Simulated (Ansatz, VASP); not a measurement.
**One calculation of Ge, two programs**

```xyz
2
Lattice="0.0000 2.8662 2.8160 2.8662 0.0000 2.8160 2.8662 2.8662 0.0000" Properties=species:S:1:pos:R:3 pbc="T T T"
Ge    0.0000    0.0000    0.0000
Ge    1.4331    1.4331    1.4080
```

Change from the starting cell: strained cell.

Alike in both runs: task relaxation of the atoms; functional PBEsol; k mesh 10 × 10 × 10; occupations gaussian, width 0.1 eV; no spin polarisation.

```csv
,VASP,Ansatz
version,VASP 6.6.1,Ansatz 0.2.0
potentials or method,"VASP PAW PBE potentials, release 64 (Ge_d), cutoff 520 eV","scalar-relativistic, plane waves, PAW"
valence electrons in the cell,28,28
```

Ansatz gave:

```
gap on the k mesh at the Fermi level, each at its own relaxed structure (eV) : 0.09
```

Estimate VASP's values.

gap on the k mesh at the Fermi level, each at its own relaxed structure (eV): 0.10.

VASP's potentials were made for PBE, not for PBEsol. Ansatz's warnings: stress scf threshold loose.

Noted on VASP's run: the relaxation stopped at its first step, so nothing moved.
